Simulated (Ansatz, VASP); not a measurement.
## GaN in VASP and in Ansatz

The input INCAR:

```
PREC = Accurate
ENCUT = 520
EDIFF = 1E-6
ISMEAR = -1
SIGMA = 0.02
LREAL = F
LASPH = T
NELM = 60
ALGO = Normal
ISIF = 2
LWAVE = F
LCHARG = T
GGA = PE
LELF = T
LVHAR = T
NBANDS = 16
```

KPOINTS

```
regular mesh
0
Gamma
  10 10 10
```

POSCAR

```
GaN
1.0
    0.0000000000      2.2489525415      2.2489525415
    2.2489525415      0.0000000000      2.2489525415
    2.2489525415      2.2489525415      0.0000000000
Ga N
1 1
Direct
    0.0000000000      0.0000000000      0.0000000000
    0.2500000000      0.2500000000      0.2500000000
```

Input for Ansatz:

```yaml
crystal:
  lattice:
    - [0.0, 2.2489525415, 2.2489525415]
    - [2.2489525415, 0.0, 2.2489525415]
    - [2.2489525415, 2.2489525415, 0.0]
  atoms:
    - { symbol: Ga, position: [0.0, 0.0, 0.0] }
    - { symbol: "N", position: [0.25, 0.25, 0.25] }
kpoints:
  mp_grid: { grid: [10, 10, 10] }
  band_path:
    path:
      - [0.0, 0.0, 0.0]
      - [-0.5, -0.5, 0.0]
      - [-0.375, -0.375, 0.25]
      - [-0.375, 0.0, 0.375]
      - [0.0, 0.0, 0.5]
      - [-0.5, -0.25, 0.25]
    npoints: 1
hamiltonian:
  xc: pbe
scf:
  occupations: { method: fermi_dirac, width: 0.02 }
  n_extra_bands: 4
output:
  forces: true
  stress: true
  eigenvalues: true
  write_density: true
  write_potential: true
  elf: true
  volumetric_format: npy
```

Alike in both runs: task single point; functional PBE; k mesh 10 × 10 × 10; occupations fermi-dirac, width 0.02 eV; no spin polarisation.

|  | VASP | Ansatz |
| --- | --- | --- |
| version | VASP 6.6.1 | Ansatz 0.2.0 |
| potentials or method | VASP PAW PBE potentials, release 64 (Ga_d, N) | plane waves, PAW |
| plane-wave cutoff (eV) | 520 | 420 |
| valence electrons in the cell | 18 | 18 |

|  | VASP | Ansatz | Ansatz less VASP |
| --- | --- | --- | --- |
| gap on the k mesh at the Fermi level (eV) | 1.76 | 1.76 | -0.008 |
| pressure (GPa) | 6.3 | 6.2 | -0.06 |
